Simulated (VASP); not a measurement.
A run of VASP 6.6.1 is set up as follows.

The input INCAR:

```
PREC = Accurate
ENCUT = 600
EDIFF = 1E-6
ISMEAR = -1
SIGMA = 0.05
LREAL = F
LASPH = T
NELM = 60
ALGO = Normal
ISIF = 3
LWAVE = F
LCHARG = F
GGA = PS
IBRION = 2
NSW = 80
EDIFFG = -0.02
```

The input KPOINTS:

```
regular mesh
0
Gamma
  6 6 6
```

Contents of POSCAR:

```
Sn3Se
1.0
    4.7418790000      0.0000000000      0.0000000000
    0.0000000000      4.7418790000      0.0000000000
    0.0000000000      0.0000000000      4.7418790000
Sn Se
3 1
Direct
    0.5000000000      0.5000000000      0.0000000000
    0.5000000000      0.0000000000      0.5000000000
    0.0000000000      0.5000000000      0.5000000000
    0.0000000000      0.0000000000      0.0000000000
```

Potentials or basis: VASP PAW PBE potentials, release 64 (Sn_d, Se).

The run is started by

```sh
$ cat potpaw_PBE.64/Sn_d/POTCAR potpaw_PBE.64/Se/POTCAR > POTCAR
$ mpirun -np 1 vasp_std > vasp.out
```

Estimate the relaxed cell.

a = 4.658 Å, b = 4.658 Å, c = 4.658 Å, α = 90.00°, β = 90.00°, γ = 90.00°.

Estimate the relaxed volume.

25.26 Å³/atom.

Estimate the space group after relaxing (to 0.05 Å).

Pm-3m (No. 221).

Final structure:
```
Sn Se
1.0
     4.65781    0.00000    0.00000
     0.00000    4.65781    0.00000
     0.00000    0.00000    4.65781
Sn Se
3 1
Direct
  0.50000 0.50000 0.00000
  0.50000 0.00000 0.50000
  0.00000 0.50000 0.50000
  0.00000 0.00000 0.00000
```

Caveat: the PAW data sets were made with another functional, which shifts forces and pressure a little.
